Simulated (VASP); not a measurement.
# SiC (3C silicon carbide) (F-43m) in VASP: further runs

The runs below take SiC (3C silicon carbide) through single point, relaxation of cell and atoms, with PBE.

Everything below comes from runs of VASP 6.6.1. Logs are shortened: lines on timing, memory, paths and dates and some standing lists are left out, and cuts for length are marked.

## Step 1: The cell of the first run

The structure is cubic, space group F-43m (No. 216). The conventional cell has a = 4.380 Å, b = 4.380 Å, c = 4.380 Å, α = 90.00°, β = 90.00°, γ = 90.00°. Si (site symmetry -43m) has 4 C at 1.90 Å within 2.5 Å. Within 2.5 Å of C (site symmetry -43m) lie 4 Si at 1.90 Å.

## Step 2: Single point, PBE

INCAR reads:

```
SYSTEM = SiC
PREC     = Accurate       ! precision mode
ENCUT    = 520            ! plane-wave cutoff, eV
EDIFF    = 1E-6           ! SCF threshold, eV
ISMEAR   = 0              ! smearing method
SIGMA    = 0.01           ! smearing width, eV
LREAL    = .False.        ! projectors in reciprocal space
LASPH    = .True.         ! aspherical terms in the spheres
NELM     = 80             ! most SCF steps
ALGO     = Normal         ! electronic algorithm
ISIF     = 2              ! what is computed and relaxed
LWAVE    = .False.        ! write WAVECAR
LCHARG   = .False.        ! write CHGCAR
GGA      = PE             ! functional
NBANDS   = 11             ! bands
```

KPOINTS reads:

```
Automatic mesh
0
Gamma
  8 8 8
  0 0 0
```

POSCAR reads:

```
SiC
1.0
    0.0000000000      2.1898707942      2.1898707942
    2.1898707942      0.0000000000      2.1898707942
    2.1898707942      2.1898707942      0.0000000000
Si C
1 1
Direct
    0.0000000000      0.0000000000      0.0000000000
    0.2500000000      0.2500000000      0.2500000000
```

Potentials or basis: VASP PAW PBE potentials, release 64 (Si, C).

On the command line:

```bash
$ cat potpaw_PBE.64/Si/POTCAR potpaw_PBE.64/C/POTCAR > POTCAR
$ mpirun -np 1 vasp_std > vasp.out
```

OUTCAR:

```text
SYSTEM = SiC
   PREC = Accurate
   ENCUT = 520
   EDIFF = 1E-6
   ISMEAR = 0
   LREAL = .False.
   LASPH = .True.
   NELM = 80
   ISIF = 2
   GGA = PE

 ion  position               nearest neighbor table
   1  0.000  0.000  0.000-   2 1.90   2 1.90   2 1.90   2 1.90
   2  0.250  0.250  0.250-   1 1.90   1 1.90   1 1.90   1 1.90

  LATTYP: Found a face centered cubic cell.
 ALAT       =     4.3797415884

  Lattice vectors:

 A1 = (   0.0000000000,   2.1898707942,   2.1898707942)
 A2 = (   2.1898707942,   0.0000000000,   2.1898707942)
 A3 = (   2.1898707942,   2.1898707942,   0.0000000000)

Analysis of symmetry for initial positions (statically):
=====================================================================
 Subroutine PRICEL returns:
 Original cell was already a primitive cell.

 Routine SETGRP: Setting up the symmetry group for a
 face centered cubic supercell.

 Subroutine GETGRP returns: Found 24 space group operations
 (whereof 24 operations were pure point group operations)
 out of a pool of 48 trial point group operations.

The static configuration has the point symmetry T_d .

Analysis of symmetry for dynamics (positions and initial velocities):
=====================================================================
 Subroutine PRICEL returns:
 Original cell was already a primitive cell.

 Routine SETGRP: Setting up the symmetry group for a
 face centered cubic supercell.

 Subroutine GETGRP returns: Found 24 space group operations
 (whereof 24 operations were pure point group operations)
 out of a pool of 48 trial point group operations.

The dynamic configuration has the point symmetry T_d .

 Subroutine INISYM returns: Found 24 space group operations
 (whereof 24 operations are pure point group operations),
 and found     1 'primitive' translations

----------------------------------------------------------------------------------------

                                     Primitive cell

  volume of cell :      21.0032

  direct lattice vectors                    reciprocal lattice vectors
     0.000000000  2.189870794  2.189870794    -0.228323973  0.228323973  0.228323973
     2.189870794  0.000000000  2.189870794     0.228323973 -0.228323973  0.228323973
     2.189870794  2.189870794  0.000000000     0.228323973  0.228323973 -0.228323973

  length of vectors
     3.096944977  3.096944977  3.096944977     0.395468722  0.395468722  0.395468722

  position of ions in fractional coordinates (direct lattice)
     0.000000000  0.000000000  0.000000000
     0.250000000  0.250000000  0.250000000

  ion indices of the primitive-cell ions
   primitive index   ion index
                 1           1
                 2           2

----------------------------------------------------------------------------------------

 KPOINTS: Automatic mesh

Automatic generation of k-mesh.
 Grid dimensions read from file:
 generate k-points for:    8    8    8

 Generating k-lattice:

  Cartesian coordinates                     Fractional coordinates (reciprocal lattice)
    -0.028540497  0.028540497  0.028540497     0.125000000  0.000000000  0.000000000
     0.028540497 -0.028540497  0.028540497     0.000000000  0.125000000  0.000000000
     0.028540497  0.028540497 -0.028540497     0.000000000  0.000000000  0.125000000

  Length of vectors
     0.049433590  0.049433590  0.049433590

  Shift w.r.t. Gamma in fractional coordinates (k-lattice)
     0.000000000  0.000000000  0.000000000

 Subroutine IBZKPT returns following result:
 ===========================================

 Found     29 irreducible k-points:

 Following reciprocal coordinates:
            Coordinates               Weight
  0.000000  0.000000  0.000000      1.000000
  0.125000  0.000000  0.000000      8.000000
  0.250000  0.000000  0.000000      8.000000
  0.375000  0.000000  0.000000      8.000000
  0.500000  0.000000  0.000000      4.000000
  0.125000  0.125000  0.000000      6.000000
[... 16 lines left out ...]
  0.500000  0.250000  0.125000     48.000000
 -0.375000  0.250000  0.125000     24.000000
 [... further k-points ...]
   k-points           NKPTS =     29   k-points in BZ     NKDIM =     29   number of bands    NBANDS=     11
   number of dos      NEDOS =    301   number of ions     NIONS =      2
   total plane-waves  NPLWV =  13824
   dimension x,y,z NGX =    24 NGY =   24 NGZ =   24
   dimension x,y,z NGXF=    48 NGYF=   48 NGZF=   48
   ions per type =               1   1
   NGX,Y,Z   is equivalent  to a cutoff of  12.88, 12.88, 12.88 a.u.
   NGXF,Y,Z  is equivalent  to a cutoff of  25.77, 25.77, 25.77 a.u.
 SYSTEM =  SiC
   PREC   = accura    normal or accurate (medium, high low for compatibility)
   ISTART =      0    job   : 0-new  1-cont  2-samecut
   ICHARG =      2    charge: 1-file 2-atom 10-const
   ISPIN  =      1    spin polarized calculation?
   LNONCOLLINEAR =      F non collinear calculations
   LSORBIT =      F    spin-orbit coupling
   LASPH  =      T    aspherical Exc in radial PAW
   ENCUT  =  520.0 eV  38.22 Ry    6.18 a.u.   5.76  5.76  5.76*2*pi/ulx,y,z
   NELM   =     80;   NELMIN=  2; NELMDL= -5     # of ELM steps
   EDIFF  = 0.1E-05   stopping-criterion for ELM
   LREAL  =      F    real-space projection
   EDIFFG = 0.1E-04   stopping-criterion for IOM
   NSW    =      0    number of steps for IOM
   IBRION =     -1    ionic relax: 0-MD 1-quasi-New 2-CG
   NFREE  =      0    steps in history (QN), initial steepest desc. (CG)
   ISIF   =      2    stress and relaxation
   ISYM   =      2    0-nonsym 1-usesym 2-fastsym
   POTIM  = 0.5000    time-step for ionic-motion
   TEBEG  =    0.0;   TEEND  =   0.0 temperature during run
   PSTRESS=    0.0 pullay stress
   NELECT =       8.0000    total number of electrons
   NUPDOWN=      -1.0000    fix difference up-down
   EMIN   =  10.00;   EMAX   =-10.00  energy-range for DOS
   EFERMI =   0.00;   METHOD = LEGACY
   ISMEAR =     0;   SIGMA  =   0.01  broadening in eV -4-tet -1-fermi 0-gaus
   EFERMI_NEDOS =   21; number of points for ismear=-14 and -15
   IALGO  =     38    algorithm
   IMIX   =      4    mixing-type and parameters
     AMIX     =   0.40;   BMIX     =  1.00
     AMIX_MAG =   1.60;   BMIX_MAG =  1.00
  volume/ion in A,a.u.               =      10.50        70.87
  Fermi-wavevector in a.u.,A,eV,Ry     =   1.186706  2.242548 19.160680  1.408270
  Thomas-Fermi vector in A             =   2.322873
   LORBIT       =      0    0 simple, 1 ext, 2 COOP (PROOUT), +10 PAW based schemes
   GGA     = PE    functional components
   LHFCALC =     F    Hartree Fock is set to
   AEXX    =    0.0000 exact exchange contribution
   IVDW    =     0    specifies the selected vdW correction
   LEPSILON=     F    determine dielectric tensor
   LRPA    =     F    only Hartree local field effects (RPA)
 non-spin polarized calculation
 Gauss-broadening in eV      SIGMA  =   0.01
  energy-cutoff  :      520.00
  volume of cell :       21.00
 maximum number of plane-waves:       588
   NGX = 11   NGY = 11   NGZ = 11

 number of electron       8.0000001 magnetization

 Free energy of the ion-electron system (eV)
  ---------------------------------------------------
  ext. energy  EPLUGINS =         0.00000000
  ---------------------------------------------------
  free energy    TOTEN  =       -15.05979491 eV

  energy without entropy =      -15.05979491  energy(sigma->0) =      -15.05979491

 E-fermi :   8.0271     XC(G=0): -11.2909

 val. band max:        7.9413144006   @ k =   0.0000   0.0000   0.0000
 cond. band min:       9.3110572667   @ k =   0.5000   0.5000   0.0000
 fundamental gap:      1.3697428661
 Fermi energy:         8.0270795413

 k-point     1 :       0.0000    0.0000    0.0000
  band No.  band energies     occupation
      1      -7.3457      2.00000
      2       7.9413      2.00000
      3       7.9413      2.00000
      4       7.9413      2.00000
      5      14.0002      0.00000
      6      15.1448      0.00000
      7      15.1448      0.00000
      8      15.1448      0.00000
      9      22.3601      0.00000
     10      22.3601      0.00000
     11      24.1904      0.00000

 k-point     2 :       0.1250    0.0000    0.0000
  band No.  band energies     occupation
      1      -7.0447      2.00000
      2       6.4616      2.00000
      3       7.7410      2.00000
      4       7.7410      2.00000
      5      14.2695      0.00000
      6      15.4937      0.00000
      7      15.4937      0.00000
      8      15.6432      0.00000
      9      21.1569      0.00000
     10      21.1569      0.00000
     11      23.8772      0.00000

 k-point     3 :       0.2500    0.0000    0.0000
  band No.  band energies     occupation
      1      -6.1649      2.00000
      2       3.6758      2.00000
      3       7.3375      2.00000
      4       7.3375      2.00000
      5      13.7983      0.00000
      6      15.7559      0.00000
      7      15.7559      0.00000
      8      17.1617      0.00000
      9      20.9779      0.00000
     10      20.9779      0.00000
     11      22.9521      0.00000

 k-point     4 :       0.3750    0.0000    0.0000
  band No.  band energies     occupation
      1      -4.8300      2.00000
      2       0.9680      2.00000
      3       7.0114      2.00000
      4       7.0114      2.00000
      5      13.3834      0.00000
      6      15.3525      0.00000
      7      15.3525      0.00000
      8      17.8647      0.00000
      9      22.9284      0.00000
     10      22.9284      0.00000
     11      23.3108      0.00000

 k-point     5 :       0.5000    0.0000    0.0000
  band No.  band energies     occupation
      1      -3.8345      2.00000
      2      -0.5120      2.00000
      3       6.8929      2.00000
      4       6.8929      2.00000
      5      13.2400      0.00000
      6      15.1071      0.00000
      7      15.1071      0.00000
      8      17.9124      0.00000
      9      23.9612      0.00000
     10      25.0185      0.00000
     11      25.0185      0.00000
[... 211 lines left out ...]
 k-point    21 :       0.5000    0.5000    0.0000
  band No.  band energies     occupation
      1      -2.3983      2.00000
      2       0.1929      2.00000
      3       4.7850      2.00000
      4       4.7850      2.00000
      5       9.3111      0.00000
      6      12.2108      0.00000
      7      21.8016      0.00000
      8      21.8016      0.00000
      9      22.5298      0.00000
     10      27.9022      0.00000
     11      29.8949      0.00000

 k-point    22 :       0.3750    0.2500    0.1250
  band No.  band energies     occupation
      1      -5.4002      2.00000
      2       3.4740      2.00000
      3       5.1093      2.00000
      4       6.6740      2.00000
      5      13.2557      0.00000
      6      15.4622      0.00000
      7      16.3015      0.00000
      8      17.8856      0.00000
      9      20.0619      0.00000
     10      23.8087      0.00000
     11      27.2015      0.00000

 k-point    23 :       0.5000    0.2500    0.1250
  band No.  band energies     occupation
      1      -4.1184      2.00000
      2       1.4720      2.00000
      3       4.3721      2.00000
      4       6.0349      2.00000
      5      13.2101      0.00000
      6      15.4280      0.00000
      7      17.0214      0.00000
      8      18.2741      0.00000
      9      21.1896      0.00000
     10      24.2870      0.00000
     11      27.0963      0.00000

 k-point    24 :      -0.3750    0.2500    0.1250
  band No.  band energies     occupation
      1      -3.1936      2.00000
      2       0.1812      2.00000
      3       4.2575      2.00000
      4       5.7045      2.00000
      5      13.1572      0.00000
      6      15.1122      0.00000
      7      17.9650      0.00000
      8      18.8157      0.00000
      9      21.2187      0.00000
     10      24.0294      0.00000
     11      27.0885      0.00000

 [... further k-points ...]
[... 5 lines left out ...]
  --------------------------------------------------------------------------------------
  -------------------------------------------------------------------------------------
  Total       -0.0057031     -0.0057031     -0.0057031     -0.0000000      0.0000000      0.0000000
  in kB       -0.4350503     -0.4350503     -0.4350503     -0.0000000      0.0000000      0.0000000
  external PRESSURE =      -0.4350503 kB  Pullay stress =       0.0000000 kB

 VOLUME and BASIS-vectors are now :
 -----------------------------------------------------------------------------
  energy-cutoff  :      520.00
  volume of cell :       21.00
      direct lattice vectors                 reciprocal lattice vectors
     0.000000000  2.189870794  2.189870794    -0.228323973  0.228323973  0.228323973
     2.189870794  0.000000000  2.189870794     0.228323973 -0.228323973  0.228323973
     2.189870794  2.189870794  0.000000000     0.228323973  0.228323973 -0.228323973

 POSITION                                       TOTAL-FORCE (eV/Angst)
 -----------------------------------------------------------------------------------
      0.00000      0.00000      0.00000        -0.000000     -0.000000      0.000000
      1.09494      1.09494      1.09494         0.000000      0.000000     -0.000000
 -----------------------------------------------------------------------------------
    total drift:                                0.000000      0.000000      0.000000

  FREE ENERGIE OF THE ION-ELECTRON SYSTEM (eV)
  ---------------------------------------------------
  free  energy   TOTEN  =       -15.0597949143 eV

  energy  without entropy=      -15.0597949143  energy(sigma->0) =      -15.05979491
```

Wall time 3 s (1 thread of Intel Xeon 6975P-C (Granite Rapids), shared host); peak memory 0.13 GiB.

What came out:

```
Free energy            : -15.0598 eV
Pressure               : 0.0 GPa
Band gap on the k mesh : 1.37 eV, indirect (least direct gap 4.53 eV)
```

## Step 3: Relaxation of cell and atoms, PBE

This run uses another cell than the first one, of 10.36 Å³/atom, 0.987 times its volume.

INCAR reads:

```
SYSTEM = SiC
PREC = Accurate ; ENCUT = 600
EDIFF = 1E-6 ; ISMEAR = 0
SIGMA = 0.01 ; LREAL = .FALSE.
LASPH = .TRUE. ; NELM = 60
ALGO = Normal ; ISIF = 3
LWAVE = .FALSE. ; LCHARG = .FALSE.
GGA = PE ; IBRION = 2
NSW = 80 ; EDIFFG = -0.002
```

KPOINTS reads:

```
Automatic mesh
0
G
  8 8 8
  0 0 0
```

POSCAR reads:

```
SiC
1.0
    0.0000000000      2.1800000000      2.1800000000
    2.1800000000      0.0000000000      2.1800000000
    2.1800000000      2.1800000000      0.0000000000
Si C
1 1
Direct
    0.0000000000      0.0000000000      0.0000000000
    0.2500000000      0.2500000000      0.2500000000
```

Potentials or basis: VASP PAW PBE potentials, release 64 (Si, C).

On the command line:

```bash
$ cat potpaw_PBE.64/Si/POTCAR potpaw_PBE.64/C/POTCAR > POTCAR
$ mpirun -np 1 vasp_std > vasp.out
```

It took 9.6 s on 1 thread of Intel Xeon 6975P-C (Granite Rapids), shared host; peak memory 0.15 GiB.

Results (log left out):

- Free energy: -15.0609 eV
- Relaxed volume: 10.49 Å³/atom
- Relaxed cell: a = 3.096 Å, b = 3.096 Å, c = 3.096 Å, α = 60.00°, β = 60.00°, γ = 60.00°
- Space group after relaxing (to 0.05 Å): F-43m (No. 216)
- Energy gained by relaxing: 1.1 meV/atom
- Ionic steps: 3
- Pressure after relaxing: 0.0 GPa
- Band gap on the k mesh: 1.37 eV, indirect (least direct gap 4.53 eV)

The path:
```
step  energy change (eV)  largest force (eV/Å)  pressure (GPa)  volume (Å³)
   1              0.0000                0.0000            2.78        20.72
   2              0.0001                0.0000           -2.72        21.26
   3             -0.0023                0.0000            0.01        20.99
```

Final structure:
```cif
data_structure
_symmetry_space_group_name_H-M 'P 1'
_symmetry_Int_Tables_number 1
_cell_length_a 3.0961
_cell_length_b 3.0961
_cell_length_c 3.0961
_cell_angle_alpha 60.000
_cell_angle_beta 60.000
_cell_angle_gamma 60.000
_cell_volume 20.99
loop_
_atom_site_label
_atom_site_type_symbol
_atom_site_fract_x
_atom_site_fract_y
_atom_site_fract_z
_atom_site_occupancy
Si1 Si 0.00000 0.00000 0.00000 1
C1 C 0.25000 0.25000 0.25000 1
```

Levels at points of the mesh, in eV from the valence-band top:
```tsv
k point	band 1	band 2	band 3	band 4	band 5	band 6	band 7	band 8
(0.00, 0.00, 0.00)	-15.29	0.00	0.00	0.00	6.07	7.21	7.21	7.21
(0.50, 0.00, 0.00)	-11.78	-8.46	-1.05	-1.05	5.31	7.17	7.17	9.98
(0.50, 0.50, 0.00)	-10.34	-7.75	-3.16	-3.16	1.37	4.27	13.87	13.87
```

A k mesh can miss the band edges.
